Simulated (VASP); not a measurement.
Input of a VASP 6.6.1 run:

POSCAR

```
HfC
1.0
    0.0000000000      2.3250000000      2.3250000000
    2.3250000000      0.0000000000      2.3250000000
    2.3250000000      2.3250000000      0.0000000000
Hf C
1 1
Direct
    0.5000000000      0.5000000000      0.5000000000
    0.0000000000      0.0000000000      0.0000000000
```

Contents of INCAR.step1:

```
PREC = Accurate ; ENCUT = 520
ISMEAR = -1 ; SIGMA = 0.05
LREAL = False ; LASPH = True
NELM = 80 ; NBANDS = 14
GGA = PE ; ALGO = Normal
EDIFF = 1E-4 ; LWAVE = True
LCHARG = False
```

INCAR.step2

```
PREC = Accurate ; ENCUT = 520
EDIFF = 1E-8 ; ISMEAR = -1
SIGMA = 0.05 ; LREAL = False
LASPH = True ; NELM = 80
ALGO = Normal ; ISIF = 2
LWAVE = False ; LCHARG = False
METAGGA = R2SCAN ; LMIXTAU = True
LEFG = True ; NBANDS = 14
ISTART = 1
```

Contents of KPOINTS:

```
regular mesh
0
Gamma
  15 15 15
```

Potentials or basis: VASP PAW PBE potentials, release 64 (Hf_pv, C).

Command:

```sh
$ cat potpaw_PBE.64/Hf_pv/POTCAR potpaw_PBE.64/C/POTCAR > POTCAR
$ cp INCAR.step1 INCAR
$ mpirun -np 1 vasp_std > vasp.out
$ cp INCAR.step2 INCAR
$ mpirun -np 1 vasp_std > vasp.out
```

Q: Estimate the pressure.

A: -2.5 GPa.

Q: Predict the band gap on the k mesh.

A: Zero (bands 7 and 8 overlap by 1.48 eV).

Caveat: the PAW data sets were made with another functional, which shifts forces and pressure a little; spin-orbit coupling is left out, which moves the levels of the heavy elements.
